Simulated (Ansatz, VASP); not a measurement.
**One calculation of CsBe3, two programs**

The input INCAR:

```
PREC = Accurate
ENCUT = 520
EDIFF = 1E-6
ISMEAR = 0
SIGMA = 0.1
LREAL = F
LASPH = T
NELM = 80
ALGO = Normal
ISIF = 2
LWAVE = F
LCHARG = F
GGA = PE
NBANDS = 16
```

KPOINTS

```
regular mesh
0
Gamma
  6 6 4
```

File POSCAR:

```
CsBe3
1.0
    3.9440315900      0.0000000000      0.0000000000
   -1.9720157900      3.4156315500      0.0000000000
    0.0000000000      0.0000000000      3.8071281000
Cs Be
1 3
Direct
    0.0000000000      0.0000000000      0.5000000000
    0.5162273900      0.0000000000      0.0000000000
    0.0000000000      0.5162273900      0.0000000000
    0.4837726100      0.4837726100      0.0000000000
```

Input for Ansatz:

```yaml
crystal:
  lattice:
    - [3.94403159, 0.0, 0.0]
    - [-1.97201579, 3.41563155, 0.0]
    - [0.0, 0.0, 3.8071281]
  atoms:
    - { symbol: Cs, position: [0.0, 0.0, 0.5] }
    - { symbol: Be, position: [0.51622739, 0.0, 0.0] }
    - { symbol: Be, position: [0.0, 0.51622739, 0.0] }
    - { symbol: Be, position: [0.48377261, 0.48377261, 0.0] }
basis:
  ecutwfc: 420
kpoints:
  mp_grid: { grid: [6, 6, 4] }
hamiltonian:
  xc: pbe
scf:
  occupations: { method: gaussian, width: 0.1 }
  lower_state_search: "off"
output:
  forces: true
  stress: true
  eigenvalues: true
```

Alike in both runs: task single point; functional PBE; k mesh 6 × 6 × 4; occupations gaussian, width 0.1 eV; no spin polarisation.

|  | VASP | Ansatz |
| --- | --- | --- |
| version | VASP 6.6.1 | Ansatz 0.2.0 |
| potentials or method | VASP PAW PBE potentials, release 64 (Cs_sv, Be), cutoff 520 eV | scalar-relativistic, plane waves, PAW |
| valence electrons in the cell | 15 | 15 |

```tsv
	VASP	Ansatz	Ansatz less VASP
gap on the k mesh at the Fermi level (eV)	none	none	-
rms of the force components (eV/Å)	0.022	0.022	0.0000
```

Atom by atom the forces differ by 0.000 eV/Å (rms over components). A gap of «none» marks a metal or a gap that the smearing closes.

The k mesh is coarse, so the values compare programs but aren't converged. Spin-orbit coupling is off throughout.
